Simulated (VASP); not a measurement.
Here is a VASP 6.6.1 calculation.

INCAR

```
  PREC = Accurate
  ENCUT = 520
  EDIFF = 1E-6
  ISMEAR = -1
  SIGMA = 0.05
  LREAL = False
  LASPH = True
  NELM = 150
  ALGO = Normal
  ISIF = 2
  LWAVE = False
  LCHARG = False
  ISPIN = 2
  MAGMOM = 3
  LORBIT = 11
  LMAXMIX = 4
  GGA = PS
  NBANDS = 14
```

KPOINTS

```
Automatic mesh
0
Gamma
  13 13 13
```

File POSCAR:

```
Fe
1.0
   -1.4430000000      1.4430000000      1.4430000000
    1.4430000000     -1.4430000000      1.4430000000
    1.4430000000      1.4430000000     -1.4430000000
Fe
1
Direct
    0.0000000000      0.0000000000      0.0000000000
```

Potentials or basis: VASP PAW PBE potentials, release 64 (Fe).

Launch:

```console
$ cat potpaw_PBE.64/Fe/POTCAR > POTCAR
$ mpirun -np 1 vasp_std > vasp.out
```

Problem. Estimate the site moments.

Solution. Fe +2.29 μB.

Problem. What does it give for the net moment?

Solution. 2.29 μB per cell.

Problem. What does it give for the pressure?

Solution. -17.6 GPa.

Caveat: the PAW data sets were made with another functional, which shifts forces and pressure a little.
